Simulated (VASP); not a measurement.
Here is a VASP 6.6.1 calculation.

File INCAR:

```
SYSTEM = Na
  ALGO = Normal
  EDIFF = 1E-7
  ENCUT = 520
  ISIF = 2
  ISMEAR = -1
  LASPH = .True.
  LCHARG = .True.
  LELF = .True.
  LREAL = .False.
  LVHAR = .True.
  LWAVE = .False.
  NBANDS = 14
  NELM = 100
  PREC = Accurate
  SIGMA = 0.05
```

KPOINTS

```
k-points
0
Gamma
  8 8 5
  0 0 0
```

File POSCAR:

```
Na
1.0
    3.7919477469      0.0000000000      0.0000000000
   -1.8959738735      3.2839230787      0.0000000000
    0.0000000000      0.0000000000      6.1947561546
Na
2
Direct
    0.6666666667      0.3333333333      0.7500000000
    0.3333333333      0.6666666667      0.2500000000
```

Potentials or basis: VASP PAW LDA potentials, release 64 (Na_pv).

Command:

```bash
$ cat potpaw_LDA.64/Na_pv/POTCAR > POTCAR
$ mpirun -np 1 vasp_std > vasp.out
```

**Question.** Predict the pressure.

**Answer.** -1.0 GPa.

**Question.** Predict the band gap on the k mesh.

**Answer.** Zero (band 7 reaches 1.49 eV, above the bottom of band 8 at -1.71 eV).

Stress tensor (GPa, compression positive):
```
-0.94  0.00  0.00
 0.00 -0.94  0.00
 0.00  0.00 -1.18
```
